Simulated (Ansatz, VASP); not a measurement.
# Zn: VASP beside Ansatz

```
CELL_PARAMETERS angstrom
0.00000 1.91936 1.91936
1.91936 0.00000 1.91936
1.91936 1.91936 0.00000
ATOMIC_POSITIONS crystal
Zn 0.00000 0.00000 0.00000
```

Alike in both runs: functional PBEsol; k mesh 24 × 24 × 24; occupations gaussian, width 0.1 eV; no spin polarisation.

Ansatz relaxed the structure, and its values are those at the end. VASP's run is a single point on that final structure, the one shown.

|  | VASP | Ansatz |
| --- | --- | --- |
| version | VASP 6.6.1 | Ansatz 0.2.0 |
| potentials or method | VASP PAW PBE potentials, release 64 (Zn), cutoff 520 eV | scalar-relativistic, plane waves, PAW |
| valence electrons in the cell | 12 | 12 |

|  | VASP | Ansatz | Ansatz less VASP |
| --- | --- | --- | --- |
| gap on the k mesh at the Fermi level (eV) | none | none | - |
| pressure (GPa) | 0.5 | 0.0 | -0.46 |

VASP's potentials were made for PBE, not for PBEsol. A gap of «none» marks a metal or a gap that the smearing closes.
